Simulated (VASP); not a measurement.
Here is a VASP 6.6.1 calculation.

INCAR

```
  PREC = Accurate
  ENCUT = 520
  EDIFF = 1E-6
  ISMEAR = -1
  SIGMA = 0.05
  LREAL = F
  LASPH = T
  NELM = 150
  ALGO = Normal
  ISIF = 2
  LWAVE = F
  LCHARG = F
  ISPIN = 2
  MAGMOM = 3 3
  LORBIT = 11
  NUPDOWN = 6.0
  LMAXMIX = 4
  GGA = PE
  NBANDS = 19
```

KPOINTS

```
Automatic mesh
0
Gamma
  10 10 6
```

POSCAR

```
Fe
1.0
    2.4341575853      0.0000000000      0.0000000000
   -1.2170787927      2.1080423057      0.0000000000
    0.0000000000      0.0000000000      3.8419344700
Fe
2
Direct
    0.6666666667      0.3333333333      0.7500000000
    0.3333333333      0.6666666667      0.2500000000
```

Potentials or basis: VASP PAW PBE potentials, release 64 (Fe).

Run with:

```sh
$ cat potpaw_PBE.64/Fe/POTCAR > POTCAR
$ mpirun -np 1 vasp_std > vasp.out
```

Question: Estimate the pressure.

Answer: 79.1 GPa.

Stress tensor (GPa, compression positive):
```
73.79  0.00  0.00
 0.00 73.79  0.00
 0.00  0.00 89.59
```

Caveat: the total moment is fixed, so each spin has its own Fermi level.
